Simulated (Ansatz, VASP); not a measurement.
**One calculation of GaAs, two programs**

```
Ga As
1.0
     0.00000    2.88820    2.88820
     2.88820    0.00000    2.88820
     2.88820    2.88820    0.00000
Ga As
1 1
Cartesian
  0.0000 0.0000 0.0000
  1.4441 1.4441 1.4441
```

Alike in both runs: functional r2SCAN; k mesh 8 × 8 × 8; occupations fermi-dirac, width 0.02 eV; no spin polarisation.

Ansatz relaxed the structure, and its values are those at the end. VASP's run is a single point on that final structure, the one shown.

|  | VASP | Ansatz |
| --- | --- | --- |
| version | VASP 6.6.1 | Ansatz 0.2.0 |
| potentials or method | VASP PAW PBE potentials, release 64 (Ga_d, As), cutoff 520 eV | PAW plane waves |
| valence electrons in the cell | 18 | 28 |

Ansatz gave:

* pressure (GPa): -3.7

Question: Estimate VASP's values.

Answer: Pressure (GPa): -3.6.

VASP's potentials were made for PBE, not for r2SCAN. With one functional, cell and mesh, what is left measures potentials, basis and numerics. VASP's potentials hold 18 valence electrons a cell and Ansatz's 28, so a difference there can come from the potentials and not from the codes. Ansatz's warnings: stress scf threshold loose.
